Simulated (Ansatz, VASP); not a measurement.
## K3Te2: VASP beside Ansatz

```
K Te
1.0
     4.90245    2.83043    5.02064
    -4.90245    2.83043    5.02064
     0.00000   -5.66086    5.02064
K Te
6 4
Direct
  0.05353 0.44647 0.75000
  0.75000 0.05353 0.44647
  0.44647 0.75000 0.05353
  0.94647 0.55353 0.25000
  0.25000 0.94647 0.55353
  0.55353 0.25000 0.94647
  0.87937 0.87937 0.87937
  0.62063 0.62063 0.62063
  0.12063 0.12063 0.12063
  0.37937 0.37937 0.37937
```

Alike in both runs: functional PBE; k mesh 3 × 3 × 3; occupations gaussian, width 0.1 eV; no spin polarisation.

Ansatz relaxed the structure, and its values are those at the end. VASP's run is a single point on that final structure, the one shown.

|  | VASP | Ansatz |
| --- | --- | --- |
| version | VASP 6.6.1 | Ansatz 0.2.0 |
| potentials or method | VASP PAW PBE potentials, release 64 (K_sv, Te), cutoff 500 eV | scalar-relativistic, plane waves, PAW |
| valence electrons in the cell | 78 | 118 |

```csv
,VASP,Ansatz,Ansatz less VASP
gap on the k mesh at the Fermi level (eV),0.82,0.82,-0.001
least direct gap on the mesh (eV),0.87,0.87,-0.001
pressure (GPa),0.0,0.0,-0.02
```

The functional is the same, so the differences come from potentials, cutoffs and numerics. VASP's potentials hold 78 valence electrons a cell and Ansatz's 118, so a difference there can come from the potentials and not from the codes.

Spin-orbit coupling is off throughout.
